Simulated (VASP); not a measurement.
Te3MoPt, 5 atoms in the cell. The structure is trigonal, space group R-3m (No. 166). Conventional cell: a = 6.373 Å, b = 6.373 Å, c = 11.656 Å, α = 90.00°, β = 90.00°, γ = 120.00°. Te (site symmetry 2/m) has 2 Mo at 2.68 Å and 2 Pt at 3.19 Å and 4 Te at 3.19 Å within 3.5 Å. Mo (site symmetry -3m) has 6 Te at 2.68 Å within 3.5 Å. Within 4.3 Å of Pt (site symmetry -3m) lie 12 Te at 3.19 to 4.30 Å and 6 Mo at 4.16 Å. The cell was generated, and may not be a known phase.

| Property | Result |
| --- | --- |
| Program | VASP 6.6.1 |
| Task | relaxation of cell and atoms |
| Functional | PBE |
| Potentials or basis | VASP PAW PBE potentials, release 64 (Te, Mo_sv, Pt) |
| Cutoff | 600 eV |
| k mesh | 6 × 6 × 6 |
| Occupations | gaussian, width 0.1 eV |
| Spin | collinear spin |
| Starting moments | [0.0, 0.0, 0.0, 1.28, 0.0] μB |
| Dipole correction | no |
| Further INCAR settings | ALGO = Fast; EDIFF = 1e-07; IBRION = 2; EDIFFG = -0.01; NSW = 100; ISIF = 3 |

Potentials or basis: VASP PAW PBE potentials, release 64 (Te, Mo_sv, Pt).

Command:

```bash
$ cat potpaw_PBE.64/Te/POTCAR potpaw_PBE.64/Mo_sv/POTCAR potpaw_PBE.64/Pt/POTCAR > POTCAR
$ mpirun -np 1 vasp_std > vasp.out
```

Hardware: 1 thread of Oxide Virtual Turin-like Processor, on a shared host.

Problem. How long does it take, and how much memory?

Solution. Run time: 56 min on 1 thread of Oxide Virtual Turin-like Processor, on a shared host, peak memory 0.55 GiB. Counts: scf iterations 80, k points 32, ion steps 2.
